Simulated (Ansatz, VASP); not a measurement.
# Cs2Au in VASP and in Ansatz

Contents of INCAR:

```
SYSTEM = Cs2Au
PREC = Accurate
ENCUT = 520
EDIFF = 1E-7
ISMEAR = 0
SIGMA = 0.1
LREAL = .FALSE.
LASPH = .TRUE.
NELM = 80
ALGO = Fast
ISIF = 2
LWAVE = .FALSE.
LCHARG = .TRUE.
GGA = PE
LELF = .TRUE.
LVHAR = .TRUE.
NBANDS = 22
```

Contents of KPOINTS:

```
Automatic mesh
0
G
  4 4 4
  0 0 0
```

The input POSCAR:

```
Cs2Au
1.0
    0.0000000000      4.0300062500      4.0300062500
    4.0300062500      0.0000000000      4.0300062500
    4.0300062500      4.0300062500      0.0000000000
Cs Au
2 1
Direct
    0.0000000000      0.0000000000      0.0000000000
    0.2500000000      0.2500000000      0.2500000000
    0.7500000000      0.7500000000      0.7500000000
```

Input for Ansatz:

```yaml
crystal:
  lattice:
    - [0.0, 4.03000625, 4.03000625]
    - [4.03000625, 0.0, 4.03000625]
    - [4.03000625, 4.03000625, 0.0]
  atoms:
    - { symbol: Cs, position: [0.0, 0.0, 0.0] }
    - { symbol: Cs, position: [0.25, 0.25, 0.25] }
    - { symbol: Au, position: [0.75, 0.75, 0.75] }
basis:
  ecutwfc: 420
kpoints:
  mp_grid: { grid: [4, 4, 4] }
hamiltonian:
  xc: pbe
scf:
  occupations: { method: gaussian, width: 0.1 }
  lower_state_search: "off"
output:
  forces: true
  stress: true
  eigenvalues: true
```

Alike in both runs: task single point; functional PBE; k mesh 4 × 4 × 4; occupations gaussian, width 0.1 eV; no spin polarisation.

|  | VASP | Ansatz |
| --- | --- | --- |
| version | VASP 6.6.1 | Ansatz 0.2.0 |
| potentials or method | VASP PAW PBE potentials, release 64 (Cs_sv, Au), cutoff 520 eV | scalar-relativistic, plane waves, PAW |
| valence electrons in the cell | 29 | 37 |

VASP gave:

```
gap on the k mesh at the Fermi level (eV) : none
pressure (GPa)                            : 2.5
```

Q: Which values does Ansatz return?

A: gap on the k mesh at the Fermi level (eV): none; pressure (GPa): 2.4.

A gap of «none» marks a metal or a gap that the smearing closes. VASP's potentials hold 29 valence electrons a cell and Ansatz's 37, so a difference there can come from the potentials and not from the codes.

Neither program's run includes spin-orbit coupling.
